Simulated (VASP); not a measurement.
The system is Be.

```
CELL_PARAMETERS angstrom
2.21422 0.00000 0.00000
-1.10711 1.91757 0.00000
0.00000 0.00000 3.50000
ATOMIC_POSITIONS crystal
Be 0.33333 0.66667 0.25000
Be 0.66667 0.33333 0.75000
```

Base run:

- Program: VASP 6.6.1
- Functional: LDA
- Potentials or basis: VASP PAW LDA potentials, release 64 (Be)
- Cutoff: 520 eV
- k mesh: 21 × 21 × 12
- Occupations: gaussian, width 0.1 eV
- Spin: no spin polarisation

Its results: band gap on the k mesh zero (band 2 reaches 8.27 eV, above the bottom of band 3 at 6.14 eV); pressure 2.6 GPa.

Problem. The run is repeated on the same cell with these changes: functional from LDA to r2SCAN; potentials or basis from VASP PAW LDA potentials, release 64 (Be) to VASP PAW PBE potentials, release 64 (Be). What comes out?

Solution. Band gap on the k mesh zero (band 2 reaches 8.75 eV, above the bottom of band 3 at 6.47 eV); pressure 8.8 GPa.

Caveats: the PAW data sets were made with another functional, which shifts forces and pressure a little (some runs).
